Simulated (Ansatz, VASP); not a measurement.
## One calculation of KCl, two programs

The input INCAR:

```
SYSTEM = KCl
  PREC = Accurate
  ENCUT = 520
  EDIFF = 1E-6
  ISMEAR = -1
  SIGMA = 0.03
  LREAL = .FALSE.
  LASPH = .TRUE.
  NELM = 60
  ALGO = Normal
  ISIF = 2
  LWAVE = .FALSE.
  LCHARG = .FALSE.
  GGA = PE
  NBANDS = 15
```

KPOINTS

```
Automatic mesh
0
G
  7 7 7
  0 0 0
```

File POSCAR:

```
KCl
1.0
    0.0000000000      3.0614170000      3.1561000000
    3.0614170000      0.0000000000      3.1561000000
    3.0614170000      3.0614170000      0.0000000000
K Cl
1 1
Direct
    0.0000000000      0.0000000000      0.0000000000
    0.5000000000      0.5000000000      0.5000000000
```

Input for Ansatz:

```yaml
crystal:
  lattice:
    - [0.0, 3.061417, 3.1561]
    - [3.061417, 0.0, 3.1561]
    - [3.061417, 3.061417, 0.0]
  atoms:
    - { symbol: K, position: [0.0, 0.0, 0.0] }
    - { symbol: Cl, position: [0.5, 0.5, 0.5] }
kpoints:
  mp_grid: { grid: [7, 7, 7] }
  band_path:
    path:
      - [0.0, 0.0, 0.0]
      - [0.0, 0.5, 0.5]
      - [0.25, 0.75, 0.5]
      - [0.0, 0.5, 0.0]
      - [0.0, 0.0, 0.0]
      - [0.5, 0.5, 0.0]
      - [0.3676125, 0.6323875, 0.0]
      - [-0.3676125, 0.3676125, 0.0]
      - [0.0, 0.0, 0.0]
    npoints: 5
scf:
  occupations: { method: fermi_dirac, width: 0.03 }
hamiltonian:
  xc: pbe
  pseudopotentials: { kind: all_electron, lapw: { basis_error: 0.001 } }
output:
  forces: true
  stress: true
  eigenvalues: true
```

Change from the starting cell: equal xx and yy strain of -3 %.

Alike in both runs: task single point; functional PBE; k mesh 7 × 7 × 7; occupations fermi-dirac, width 0.03 eV; no spin polarisation.

|  | VASP | Ansatz |
| --- | --- | --- |
| version | VASP 6.6.1 | Ansatz 0.2.0 |
| potentials or method | VASP PAW PBE potentials, release 64 (K_sv, Cl), cutoff 520 eV | all-electron LAPW, scalar-relativistic |

|  | VASP | Ansatz | Ansatz less VASP |
| --- | --- | --- | --- |
| gap on the k mesh at the Fermi level (eV) | 5.36 | 5.36 | +0.002 |
| pressure (GPa) | 2.0 | 2.0 | -0.04 |
| traceless stress, the component that is largest in VASP (GPa) | -0.96 | -0.95 | +0.018 |

Ansatz ran all-electron here, and VASP with PAW potentials.
